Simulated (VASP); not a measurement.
Write the native input for VASP 6.6.1 that does the following.

| Quantity | Value |
| --- | --- |
| Task | single point |
| Functional | PBEsol |
| Potentials or basis | VASP PAW PBE potentials, release 64 (Cu) |
| Cutoff | 520 eV |
| k mesh | 12 × 12 × 7 |
| Occupations | fermi-dirac, width 0.05 eV |
| Spin | no spin polarisation |
| Dipole correction | no |
| Further INCAR settings | ALGO = Normal; EDIFF = 1e-06; NBANDS = 18 |

The structure of Cu lies in POSCAR:

```
Cu
1.0
    2.5004429946      0.0000000000      0.0000000000
   -1.2502214973      2.1654471541      0.0000000000
    0.0000000000      0.0000000000      4.0709006785
Cu
2
Direct
    0.6666666667      0.3333333333      0.7500000000
    0.3333333333      0.6666666667      0.2500000000
```

This isn't the form of Cu at room conditions, which is fcc.

These files were run (other wordings do the same):

INCAR

```
SYSTEM = Cu
  PREC = Accurate
  ENCUT = 520
  EDIFF = 1E-6
  ISMEAR = -1
  SIGMA = 0.05
  LREAL = .FALSE.
  LASPH = .TRUE.
  NELM = 100
  ALGO = Normal
  ISIF = 2
  LWAVE = .FALSE.
  LCHARG = .FALSE.
  GGA = PS
  NBANDS = 18
```

KPOINTS

```
Automatic mesh
0
G
  12 12 7
  0 0 0
```

Potentials or basis: VASP PAW PBE potentials, release 64 (Cu).

Command:

```sh
$ cat potpaw_PBE.64/Cu/POTCAR > POTCAR
$ mpirun -np 1 vasp_std > vasp.out
```

It gave:

* Pressure: 5.7 GPa
* Band gap on the k mesh: zero (bands 11 and 12 overlap by 6.10 eV)

Caveat: the cell stands under pressure; the PAW data sets were made with another functional, which shifts forces and pressure a little.

It took 39 s on 1 thread of Intel Xeon 8259CL, with other jobs on the host, peak memory 0.14 GiB.
